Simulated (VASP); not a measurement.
Write the native input for VASP 6.6.1 that does the following.

```yaml
Task: single point
Functional: r2SCAN
Potentials_or_basis: VASP PAW PBE potentials, release 64 (Ge_d, P)
Cutoff: 520 eV
k_mesh: 6 × 6 × 4
Occupations: gaussian, width 0.1 eV
Spin: no spin polarisation
Dipole_correction: no
Further_INCAR_settings: ALGO = Normal; EDIFF = 1e-06; NBANDS = 30
```

Ge2P3:

```
Ge P
1.0
     3.98463    0.00000    0.00000
    -1.99231    3.45079    0.00000
     0.00000    0.00000    6.19943
Ge P
2 3
Direct
  0.33333 0.66667 0.24500
  0.66667 0.33333 0.75500
  0.00000 0.00000 0.00000
  0.33333 0.66667 0.64500
  0.66667 0.33333 0.35500
```

One way to write it, as run:

POSCAR

```
Ge2P3
1.0
    3.9846257524      0.0000000000      0.0000000000
   -1.9923128762      3.4507871262      0.0000000000
    0.0000000000      0.0000000000      6.1994304219
Ge P
2 3
Direct
    0.3333333333      0.6666666667      0.2450000000
    0.6666666667      0.3333333333      0.7550000000
    0.0000000000      0.0000000000      0.0000000000
    0.3333333333      0.6666666667      0.6450000000
    0.6666666667      0.3333333333      0.3550000000
```

INCAR.step1

```
SYSTEM = Ge2P3
  PREC = Accurate
  ENCUT = 520
  ISMEAR = 0
  SIGMA = 0.1
  LREAL = .False.
  LASPH = .True.
  NELM = 100
  NBANDS = 30
  GGA = PE
  ALGO = Normal
  EDIFF = 1E-4
  LWAVE = .True.
  LCHARG = .False.
```

INCAR.step2

```
SYSTEM = Ge2P3
  PREC = Accurate
  ENCUT = 520
  EDIFF = 1E-6
  ISMEAR = 0
  SIGMA = 0.1
  LREAL = .False.
  LASPH = .True.
  NELM = 100
  ALGO = Normal
  ISIF = 2
  LWAVE = .False.
  LCHARG = .True.
  METAGGA = R2SCAN
  LMIXTAU = .True.
  LELF = .True.
  LVHAR = .True.
  NBANDS = 30
  ISTART = 1
```

KPOINTS

```
Automatic mesh
0
Gamma
  6 6 4
  0 0 0
```

Potentials or basis: VASP PAW PBE potentials, release 64 (Ge_d, P).

Run with:

```sh
$ cat potpaw_PBE.64/Ge_d/POTCAR potpaw_PBE.64/P/POTCAR > POTCAR
$ cp INCAR.step1 INCAR
$ mpirun -np 1 vasp_std > vasp.out
$ cp INCAR.step2 INCAR
$ mpirun -np 1 vasp_std > vasp.out
```

Results of the run:

| Quantity | Value |
| --- | --- |
| Pressure | 8.3 GPa |
| Largest force | 1.223 eV/Å |

Caveat: the PAW data sets were made with another functional, which shifts forces and pressure a little.

It took 2.9 min on 1 thread of Intel(R) Xeon(R) Platinum 8488C (Sapphire Rapids), on a shared host, peak memory 0.23 GiB.
